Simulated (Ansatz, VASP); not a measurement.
Cu in VASP and in Ansatz

```xyz
1
Lattice="0.0000 1.8346 1.7804 1.8346 0.0000 1.7804 1.8346 1.8346 0.0000" Properties=species:S:1:pos:R:3 pbc="T T T"
Cu    0.0000    0.0000    0.0000
```

Change from the starting cell: strain +0.015 along x and y, -0.015 along z, atoms carried along.

Alike in both runs: task single point; functional PBEsol; k mesh 22 × 22 × 22; occupations gaussian, width 0.15 eV; no spin polarisation.

|  | VASP | Ansatz |
| --- | --- | --- |
| version | VASP 6.6.1 | Ansatz 0.2.0 |
| potentials or method | VASP PAW PBE potentials, release 64 (Cu), cutoff 520 eV | scalar-relativistic, plane waves, PAW |
| valence electrons in the cell | 11 | 19 |

|  | VASP | Ansatz | Ansatz less VASP |
| --- | --- | --- | --- |
| gap on the k mesh at the Fermi level (eV) | none | none | - |
| pressure (GPa) | -7.7 | -8.4 | -0.67 |
| traceless stress, the component that is largest in VASP (GPa) | 1.01 | 1.03 | +0.011 |

VASP's potentials were made for PBE, not for PBEsol. A gap of «none» marks a metal or a gap that the smearing closes. VASP's potentials hold 11 valence electrons a cell and Ansatz's 19, so a difference there can come from the potentials and not from the codes.
